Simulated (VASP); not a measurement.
Write the native input for VASP 6.6.1 that does the following.

```
Task                   : relaxation of cell and atoms
Functional             : PBEsol
Potentials or basis    : VASP PAW PBE potentials, release 64 (Be, Se)
Cutoff                 : 600 eV
k mesh                 : 8 × 8 × 8
Occupations            : gaussian, width 0.02 eV
Spin                   : no spin polarisation
Dipole correction      : no
Further INCAR settings : ALGO = Normal; EDIFF = 1e-07; IBRION = 2; EDIFFG = -0.002; NSW = 100; ISIF = 3
```

The structure of BeSe lies in POSCAR:

```
BeSe
1.0
    0.0000000000      2.5839687400      2.5839687400
    2.5839687400      0.0000000000      2.5839687400
    2.5839687400      2.5839687400      0.0000000000
Be Se
1 1
Direct
    0.0000000000      0.0000000000      0.0000000000
    0.2500000000      0.2500000000      0.2500000000
```

One way to write it, as run:

INCAR

```
SYSTEM = BeSe
PREC = Accurate
ENCUT = 600
EDIFF = 1E-7
ISMEAR = 0
SIGMA = 0.02
LREAL = .FALSE.
LASPH = .TRUE.
NELM = 120
ALGO = Normal
ISIF = 3
LWAVE = .FALSE.
LCHARG = .FALSE.
GGA = PS
IBRION = 2
NSW = 100
EDIFFG = -0.002
GGA_COMPAT = .FALSE.
NELMIN = 4
```

KPOINTS

```
regular mesh
0
G
  8 8 8
  0 0 0
```

Potentials or basis: VASP PAW PBE potentials, release 64 (Be, Se).

Launch:

```bash
$ cat potpaw_PBE.64/Be/POTCAR potpaw_PBE.64/Se/POTCAR > POTCAR
$ mpirun -np 1 vasp_std > vasp.out
```

It gave:

* Relaxed volume: 16.93 Å³/atom
* Relaxed cell: a = 3.631 Å, b = 3.631 Å, c = 3.631 Å, α = 60.00°, β = 60.00°, γ = 60.00°
* Space group after relaxing (to 0.1 Å): F-43m (No. 216)
* Energy gained by relaxing: 1.5 meV/atom
* Ionic steps: 3
* Pressure after relaxing: 0.0 GPa
* Band gap on the k mesh: 2.46 eV (least direct gap 4.26 eV)

Caveat: the PAW data sets were made with another functional, which shifts forces and pressure a little.

Wall time 50 s on 1 thread of AMD EPYC 7R43 64-Core Processor (Zen 3), with other jobs on the host, peak memory 0.14 GiB.
